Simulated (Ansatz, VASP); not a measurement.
## BPd4: VASP beside Ansatz

```xyz
5
Lattice="2.8920 0.0000 0.0000 0.0000 4.3650 0.0000 0.0000 0.0000 5.8563" Properties=species:S:1:pos:R:3 pbc="T T T"
Pd    1.4460    0.0000    1.1571
Pd    0.0000    0.0000    3.6278
Pd    0.0000    2.1825    1.9277
Pd    1.4460    2.1825    5.0807
B     1.4460    0.0000    5.0553
```

Alike in both runs: task single point; functional PBEsol; k mesh 9 × 6 × 5; occupations fermi-dirac, width 0.05 eV; no spin polarisation.

```csv
,VASP,Ansatz
version,VASP 6.6.1,Ansatz 0.2.0
potentials or method,"VASP PAW PBE potentials, release 64 (Pd, B)",Ansatz PAW
plane-wave cutoff (eV),520,420
valence electrons in the cell,43,75
```

```tsv
	VASP	Ansatz	Ansatz less VASP
gap on the k mesh at the Fermi level (eV)	none	none	-
pressure (GPa)	-8.5	-8.5	-0.08
traceless stress, the component that is largest in VASP (GPa)	-0.33	-0.24	+0.085
rms of the force components (eV/Å)	0.049	0.065	+0.0158
```

VASP's potentials were made for PBE, not for PBEsol. Atom by atom the forces differ by 0.024 eV/Å (rms over components). A gap of «none» marks a metal or a gap that the smearing closes. VASP's potentials hold 43 valence electrons a cell and Ansatz's 75, so a difference there can come from the potentials and not from the codes.
